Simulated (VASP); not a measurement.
**LiF: single point with LDA**

The system is LiF.

```
Li F
1.0
     2.96520    0.00000    0.00000
    -1.48260    2.56794    0.00000
     0.00000    0.00000    5.02098
Li F
2 2
Cartesian
  0.0000 1.7120 1.9279
  1.4826 0.8560 4.4384
  0.0000 1.7120 4.9759
  1.4826 0.8560 2.4654
```

```json
{
 "Program": "VASP 6.6.1",
 "Task": "single point",
 "Functional": "LDA",
 "Potentials or basis": "VASP PAW LDA potentials, release 64 (Li_sv, F)",
 "Cutoff": "520 eV",
 "k mesh": "9 × 9 × 6",
 "Occupations": "gaussian, width 0.05 eV",
 "Spin": "no spin polarisation"
}
```

```yaml
Largest_force: 0.293 eV/Å
Band_gap_on_the_k_mesh: 7.74 eV
```

Forces on the atoms (eV/Å):
```
Li   0.000  0.000 -0.293
Li   0.000  0.000 -0.293
F    0.000  0.000  0.293
F    0.000  0.000  0.293
```

Levels at points of the mesh, in eV from the valence-band top:
```
           k point  band 7  band 8  band 9  band 10  band 11  band 12  band 13  band 14
(0.00, 0.00, 0.00)   -0.31   -0.07   -0.07     0.00     7.74    11.61    15.09    18.99
(0.00, 0.00, 0.50)   -0.19   -0.19   -0.19    -0.19     9.38     9.38    17.00    17.00
```

Wall time 10 s on 1 thread of Intel(R) Xeon(R) 6975P-C (Granite Rapids), on a shared host, peak memory 0.14 GiB.

Caveat: an odd mesh through Γ misses points on the zone boundary, where band edges can lie.
